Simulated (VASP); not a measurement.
# Au (Fm-3m) in VASP: further runs, part 2 of 2

VASP 6.6.1.

### 3 Relaxation of cell and atoms, PBE

This run uses another cell than the first one, of 18.06 Å³/atom.

File INCAR:

```
PREC = Accurate ; ENCUT = 600
EDIFF = 1E-6 ; ISMEAR = 0
SIGMA = 0.1 ; LREAL = F
LASPH = T ; NELM = 80
ALGO = Normal ; ISIF = 3
LWAVE = F ; LCHARG = F
GGA = PE ; IBRION = 2
NSW = 80 ; EDIFFG = -0.01
```

File KPOINTS:

```
Automatic mesh
0
Gamma
  18 18 18
```

File POSCAR:

```
Au
1.0
    0.0000000000      2.0822350420      2.0822350420
    2.0822350420      0.0000000000      2.0822350420
    2.0822350420      2.0822350420      0.0000000000
Au
1
Direct
    0.0000000000      0.0000000000      0.0000000000
```

Potentials or basis: VASP PAW PBE potentials, release 64 (Au).

Command:

```sh
$ cat potpaw_PBE.64/Au/POTCAR > POTCAR
$ mpirun -np 1 vasp_std > vasp.out
```

OUTCAR:

```text
PREC = Accurate
   ENCUT = 600
   EDIFF = 1E-6
   ISMEAR = 0
   LREAL = F
   LASPH = T
   NELM = 80
   ISIF = 3
   GGA = PE
   IBRION = 2
   NSW = 80
   EDIFFG = -0.01

 ion  position               nearest neighbor table
   1  0.000  0.000  0.000-

  LATTYP: Found a face centered cubic cell.
 ALAT       =     4.1644700840

  Lattice vectors:

 A1 = (   0.0000000000,   2.0822350420,   2.0822350420)
 A2 = (   2.0822350420,   0.0000000000,   2.0822350420)
 A3 = (   2.0822350420,   2.0822350420,   0.0000000000)

Analysis of symmetry for initial positions (statically):
=====================================================================
 Subroutine PRICEL returns:
 Original cell was already a primitive cell.

 Routine SETGRP: Setting up the symmetry group for a
 face centered cubic supercell.

 Subroutine GETGRP returns: Found 48 space group operations
 (whereof 48 operations were pure point group operations)
 out of a pool of 48 trial point group operations.

The static configuration has the point symmetry O_h .

Analysis of symmetry for dynamics (positions and initial velocities):
=====================================================================
 Subroutine PRICEL returns:
 Original cell was already a primitive cell.

 Routine SETGRP: Setting up the symmetry group for a
 face centered cubic supercell.

 Subroutine GETGRP returns: Found 48 space group operations
 (whereof 48 operations were pure point group operations)
 out of a pool of 48 trial point group operations.

The dynamic configuration has the point symmetry O_h .

 Subroutine INISYM returns: Found 48 space group operations
 (whereof 48 operations are pure point group operations),
 and found     1 'primitive' translations

----------------------------------------------------------------------------------------

                                     Primitive cell

  volume of cell :      18.0559

  direct lattice vectors                    reciprocal lattice vectors
     0.000000000  2.082235042  2.082235042    -0.240126590  0.240126590  0.240126590
     2.082235042  0.000000000  2.082235042     0.240126590 -0.240126590  0.240126590
     2.082235042  2.082235042  0.000000000     0.240126590  0.240126590 -0.240126590

  length of vectors
     2.944725036  2.944725036  2.944725036     0.415911454  0.415911454  0.415911454

  position of ions in fractional coordinates (direct lattice)
     0.000000000  0.000000000  0.000000000

  ion indices of the primitive-cell ions
   primitive index   ion index
                 1           1

----------------------------------------------------------------------------------------

 KPOINTS: Automatic mesh

Automatic generation of k-mesh.
 Grid dimensions read from file:
 generate k-points for:   18   18   18

[... 43 lines left out ...]
 -0.222222  0.055556  0.000000     24.000000
 [... further k-points ...]
   k-points           NKPTS =    195   k-points in BZ     NKDIM =    195   number of bands    NBANDS=      9
   number of dos      NEDOS =    301   number of ions     NIONS =      1
   total plane-waves  NPLWV =  13824
   dimension x,y,z NGX =    24 NGY =   24 NGZ =   24
   dimension x,y,z NGXF=    48 NGYF=   48 NGZF=   48
   ions per type =               1
   NGX,Y,Z   is equivalent  to a cutoff of  13.55, 13.55, 13.55 a.u.
   NGXF,Y,Z  is equivalent  to a cutoff of  27.10, 27.10, 27.10 a.u.
 SYSTEM =  unknown system
   PREC   = accura    normal or accurate (medium, high low for compatibility)
   ISTART =      0    job   : 0-new  1-cont  2-samecut
   ICHARG =      2    charge: 1-file 2-atom 10-const
   ISPIN  =      1    spin polarized calculation?
   LNONCOLLINEAR =      F non collinear calculations
   LSORBIT =      F    spin-orbit coupling
   LASPH  =      T    aspherical Exc in radial PAW
   ENCUT  =  600.0 eV  44.10 Ry    6.64 a.u.   5.88  5.88  5.88*2*pi/ulx,y,z
   NELM   =     80;   NELMIN=  2; NELMDL= -5     # of ELM steps
   EDIFF  = 0.1E-05   stopping-criterion for ELM
   LREAL  =      F    real-space projection
   EDIFFG = -.1E-01   stopping-criterion for IOM
   NSW    =     80    number of steps for IOM
   IBRION =      2    ionic relax: 0-MD 1-quasi-New 2-CG
   NFREE  =      1    steps in history (QN), initial steepest desc. (CG)
   ISIF   =      3    stress and relaxation
   ISYM   =      2    0-nonsym 1-usesym 2-fastsym
   POTIM  = 0.5000    time-step for ionic-motion
   TEBEG  =    0.0;   TEEND  =   0.0 temperature during run
   PSTRESS=    0.0 pullay stress
   NELECT =      11.0000    total number of electrons
   NUPDOWN=      -1.0000    fix difference up-down
   EMIN   =  10.00;   EMAX   =-10.00  energy-range for DOS
   EFERMI =   0.00;   METHOD = LEGACY
   ISMEAR =     0;   SIGMA  =   0.10  broadening in eV -4-tet -1-fermi 0-gaus
   EFERMI_NEDOS =   21; number of points for ismear=-14 and -15
   IALGO  =     38    algorithm
   IMIX   =      4    mixing-type and parameters
     AMIX     =   0.40;   BMIX     =  1.00
     AMIX_MAG =   1.60;   BMIX_MAG =  1.00
  volume/ion in A,a.u.               =      18.06       121.85
  Fermi-wavevector in a.u.,A,eV,Ry     =   1.387818  2.622597 26.205364  1.926040
  Thomas-Fermi vector in A             =   2.512003
   LORBIT       =      0    0 simple, 1 ext, 2 COOP (PROOUT), +10 PAW based schemes
   GGA     = PE    functional components
   LHFCALC =     F    Hartree Fock is set to
   AEXX    =    0.0000 exact exchange contribution
   IVDW    =     0    specifies the selected vdW correction
   LEPSILON=     F    determine dielectric tensor
   LRPA    =     F    only Hartree local field effects (RPA)
 conjugate gradient relaxation of ions
 non-spin polarized calculation
 Gauss-broadening in eV      SIGMA  =   0.10
  energy-cutoff  :      600.00
  volume of cell :       18.06
 maximum number of plane-waves:       620
   NGX = 11   NGY = 11   NGZ = 11

--------------------------------------- Ionic step        1  -------------------------------------------

 number of electron      11.0000001 magnetization

 Free energy of the ion-electron system (eV)
  ---------------------------------------------------
  ext. energy  EPLUGINS =         0.00000000
  ---------------------------------------------------
  free energy    TOTEN  =        -3.22202384 eV

  energy without entropy =       -3.22076452  energy(sigma->0) =       -3.22139418

------------------------ aborting loop because EDIFF is reached ----------------------------------------

  FORCE on cell =-STRESS in cart. coord.  units (eV):
  Direction    XX          YY          ZZ          XY          YZ          ZX
  --------------------------------------------------------------------------------------
  -------------------------------------------------------------------------------------
  Total       -0.0914671     -0.0914671     -0.0914671      0.0000000      0.0000000     -0.0000000
  in kB       -8.1162697     -8.1162697     -8.1162697      0.0000000      0.0000000     -0.0000000
  external PRESSURE =      -8.1162697 kB  Pullay stress =       0.0000000 kB
[... 57 lines left out ...]
--------------------------------------- Ionic step        3  -------------------------------------------

 number of electron      11.0000002 magnetization

 Free energy of the ion-electron system (eV)
  ---------------------------------------------------
  ext. energy  EPLUGINS =         0.00000000
  ---------------------------------------------------
  free energy    TOTEN  =        -3.22229579 eV

  energy without entropy =       -3.22102748  energy(sigma->0) =       -3.22166164

 E-fermi :   8.5847     XC(G=0): -12.4075

 val. band max:        8.5697686928   @ k =   0.5000   0.2778   0.1111
 cond. band min:       8.6130915920   @ k =   0.5000   0.1667   0.0556
 fundamental gap:      0.0433228992
 Fermi energy:         8.5847323924

 k-point     1 :       0.0000    0.0000    0.0000
  band No.  band energies     occupation
      1      -0.6865      2.00000
      2       4.2094      2.00000
      3       4.2094      2.00000
      4       4.2094      2.00000
      5       5.5907      2.00000
      6       5.5907      2.00000
      7      23.2122      0.00000
      8      26.9129      0.00000
      9      26.9129      0.00000
[... 265 lines left out ...]
 k-point    24 :      -0.2222    0.0556    0.0000
  band No.  band energies     occupation
      1       1.0361      2.00000
      2       3.9793      2.00000
      3       4.4927      2.00000
      4       4.5250      2.00000
      5       5.5112      2.00000
      6       5.9502      2.00000
      7      19.8742      0.00000
      8      24.1264      0.00000
      9      26.6628      0.00000

 [... further k-points ...]

------------------------ aborting loop because EDIFF is reached ----------------------------------------

  FORCE on cell =-STRESS in cart. coord.  units (eV):
  Direction    XX          YY          ZZ          XY          YZ          ZX
  --------------------------------------------------------------------------------------
  -------------------------------------------------------------------------------------
  Total        0.0018405      0.0018405      0.0018405      0.0000000      0.0000000      0.0000000
  in kB        0.1642827      0.1642827      0.1642827      0.0000000      0.0000000      0.0000000
  external PRESSURE =       0.1642827 kB  Pullay stress =       0.0000000 kB
[... 16 lines left out ...]
  FREE ENERGIE OF THE ION-ELECTRON SYSTEM (eV)
  ---------------------------------------------------
  free  energy   TOTEN  =        -3.2222957922 eV

  energy  without entropy=       -3.2210274813  energy(sigma->0) =       -3.22166164

 reached required accuracy - stopping structural energy minimisation
```

CONTCAR:

```text
Au
   1.00000000000000
     0.0000000000000000    2.0781574197278232    2.0781574197278232
     2.0781574197278232    0.0000000000000000    2.0781574197278232
     2.0781574197278232    2.0781574197278232   -0.0000000000000000
  Au
     1
Direct
     0.0000000000000000    0.0000000000000000    0.0000000000000000

  0.00000000E+00  0.00000000E+00  0.00000000E+00
```

Wall time 84 s (1 thread of AMD EPYC 7R13, shared host); peak memory 0.15 GiB.

Results:

| Quantity | Value |
| --- | --- |
| Free energy | -3.2223 eV |
| Relaxed volume | 17.95 Å³/atom |
| Relaxed cell | a = 2.939 Å, b = 2.939 Å, c = 2.939 Å, α = 60.00°, β = 60.00°, γ = 60.00° |
| Space group after relaxing (to 0.1 Å) | Fm-3m (No. 225) |
| Energy gained by relaxing | 0.3 meV/atom |
| Ionic steps | 3 |
| Pressure after relaxing | 0.0 GPa |
| Band gap on the k mesh | zero (an odd number of electrons rules out a gap without spin polarisation) |

The path:
| step | energy change (eV) | largest force (eV/Å) | pressure (GPa) | volume (Å³) |
| --- | --- | --- | --- | --- |
| 1 | 0.0000 | 0.0000 | -0.81 | 18.06 |
| 2 | 0.0002 | 0.0000 | 1.07 | 17.82 |
| 3 | -0.0003 | 0.0000 | 0.02 | 17.95 |

Final structure:
```yaml
crystal:
  lattice:
    - [0.00000, 2.07816, 2.07816]
    - [2.07816, 0.00000, 2.07816]
    - [2.07816, 2.07816, 0.00000]
  atoms:
    - { symbol: Au, position: [0.00000, 0.00000, 0.00000] }
```

Caveat: spin-orbit coupling is left out, which moves the levels of the heavy elements.
